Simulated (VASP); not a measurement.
Here is a VASP 6.6.1 calculation.

File INCAR:

```
PREC = Accurate ; ENCUT = 520
EDIFF = 1E-6 ; ISMEAR = -1
SIGMA = 0.05 ; LREAL = F
LASPH = T ; NELM = 60
ALGO = Normal ; ISIF = 2
LWAVE = F ; LCHARG = T
GGA = PE ; LELF = T
LVHAR = T ; NBANDS = 16
```

Contents of KPOINTS:

```
regular mesh
0
Gamma
  6 6 6
```

Contents of POSCAR:

```
HgTe
1.0
    0.0000000000      3.2145000000      3.2145000000
    3.2145000000      0.0000000000      3.2145000000
    3.2145000000      3.2145000000      0.0000000000
Hg Te
1 1
Direct
    0.0000000000      0.0000000000      0.0000000000
    0.7500000000      0.7500000000      0.7500000000
```

Potentials or basis: VASP PAW PBE potentials, release 64 (Hg, Te).

Command:

```sh
$ cat potpaw_PBE.64/Hg/POTCAR potpaw_PBE.64/Te/POTCAR > POTCAR
$ mpirun -np 1 vasp_std > vasp.out
```

Question: Predict the band gap on the k mesh.

Answer: Zero (filled and empty bands touch).

Question: Predict the pressure.

Answer: 4.7 GPa.

Caveat: spin-orbit coupling is left out, which moves the levels of the heavy elements.
